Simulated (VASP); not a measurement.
Runs of VASP 6.6.1 on CdTe (rocksalt type). The structure is that of space group Fm-3m (No. 225), or close to it. The cells are those of the table. 

```csv
task,cell,cutoff (eV),k mesh for the DOS,occupations for the DOS,gap on the mesh (eV),pressure (GPa)
relaxation of cell and atoms,"relaxed from a = 4.099 Å, angles 60.0°, 2 atoms",600,-,-,none,0.0
single point,"a = 4.194 Å, angles 60.0°, 2 atoms",520,-,-,none,0.4
single point,"a = 4.019 Å, angles 60.0°, 2 atoms",500,-,-,none,11.6
single point,"a = 4.108 Å, angles 60.0°, 2 atoms",520,-,-,none,(a)
```

Alike in all rows: level LDA; potentials or basis VASP PAW LDA potentials, release 64 (Cd, Te); no spin polarisation; k mesh 13 × 13 × 13; smearing fermi-dirac 0.05 eV.

Problem. Fill in the values left out.

Solution. (a) 5.0.

Caveats: spin-orbit coupling is left out, which moves the levels of the heavy elements.

A k mesh can miss the band edges, and the runs leave out spin-orbit coupling on Cd, Te.

A gap of «none» marks levels without a gap at the run's occupations.
